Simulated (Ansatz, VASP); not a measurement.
One calculation of TiO2, two programs

File INCAR:

```
ALGO = Normal ; EDIFF = 1E-6
ENCUT = 520 ; GGA = PE
ISIF = 2 ; ISMEAR = -1
LASPH = T ; LCHARG = T
LELF = T ; LREAL = F
LVHAR = T ; LWAVE = F
NBANDS = 60 ; NELM = 80
PREC = Accurate ; SIGMA = 0.05
```

File KPOINTS:

```
k-points
0
Gamma
  5 5 5
```

Contents of POSCAR:

```
TiO2
1.0
    4.8608267792      0.0000000000      0.0000000000
    0.0000000000      4.9206033046      0.0000000000
   -0.8715143032      0.0000000000      4.9665942755
Ti O
4 8
Direct
    0.2774352600      0.0528083600      0.2131482700
    0.7225647400      0.5528083600      0.2868517300
    0.7225647400      0.9471916400      0.7868517300
    0.2774352600      0.4471916400      0.7131482700
    0.0638382200      0.1769655200      0.8515567400
    0.9361617800      0.6769655200      0.6484432600
    0.9361617800      0.8230344800      0.1484432600
    0.0638382200      0.3230344800      0.3515567400
    0.4453609900      0.7576317400      0.4667718600
    0.5546390100      0.2576317400      0.0332281400
    0.5546390100      0.2423682600      0.5332281400
    0.4453609900      0.7423682600      0.9667718600
```

input.yaml

```yaml
crystal:
  lattice:
    - [4.8608267792, 0.0, 0.0]
    - [0.0, 4.9206033046, 0.0]
    - [-0.8715143032, 0.0, 4.9665942755]
  atoms:
    - { symbol: Ti, position: [0.27743526, 0.05280836, 0.21314827] }
    - { symbol: Ti, position: [0.72256474, 0.55280836, 0.28685173] }
    - { symbol: Ti, position: [0.72256474, 0.94719164, 0.78685173] }
    - { symbol: Ti, position: [0.27743526, 0.44719164, 0.71314827] }
    - { symbol: O, position: [0.06383822, 0.17696552, 0.85155674] }
    - { symbol: O, position: [0.93616178, 0.67696552, 0.64844326] }
    - { symbol: O, position: [0.93616178, 0.82303448, 0.14844326] }
    - { symbol: O, position: [0.06383822, 0.32303448, 0.35155674] }
    - { symbol: O, position: [0.44536099, 0.75763174, 0.46677186] }
    - { symbol: O, position: [0.55463901, 0.25763174, 0.03322814] }
    - { symbol: O, position: [0.55463901, 0.24236826, 0.53322814] }
    - { symbol: O, position: [0.44536099, 0.74236826, 0.96677186] }
hamiltonian:
  xc: pbe
  pseudopotentials: { kind: paw }
kpoints:
  mp_grid: { grid: [5, 5, 5] }
scf:
  occupations: { method: fermi_dirac, width: 0.05 }
output:
  forces: true
  stress: true
  eigenvalues: true
```

Alike in both runs: task single point; functional PBE; k mesh 5 × 5 × 5; occupations fermi-dirac, width 0.05 eV; no spin polarisation.

```csv
,VASP,Ansatz
version,VASP 6.6.1,Ansatz 0.2.0
potentials or method,"VASP PAW PBE potentials, release 64 (Ti_sv, O)",Ansatz PAW
plane-wave cutoff (eV),520,420
valence electrons in the cell,96,96
```

|  | VASP | Ansatz | Ansatz less VASP |
| --- | --- | --- | --- |
| gap on the k mesh at the Fermi level (eV) | 2.25 | 2.26 | +0.019 |
| least direct gap on the mesh (eV) | 2.30 | 2.32 | +0.019 |
| pressure (GPa) | -0.1 | -0.9 | -0.78 |
| traceless stress, the component that is largest in VASP (GPa) | 2.11 | 2.15 | +0.033 |
| rms of the force components (eV/Å) | 0.070 | 0.089 | +0.0188 |

Atom by atom the forces differ by 0.021 eV/Å (rms over components). The functional is the same, so the differences come from potentials, cutoffs and numerics.

Noted on Ansatz's run: odd divisions of the mesh miss points on the zone boundary, where band edges often lie, so the gap on the mesh can be too wide.
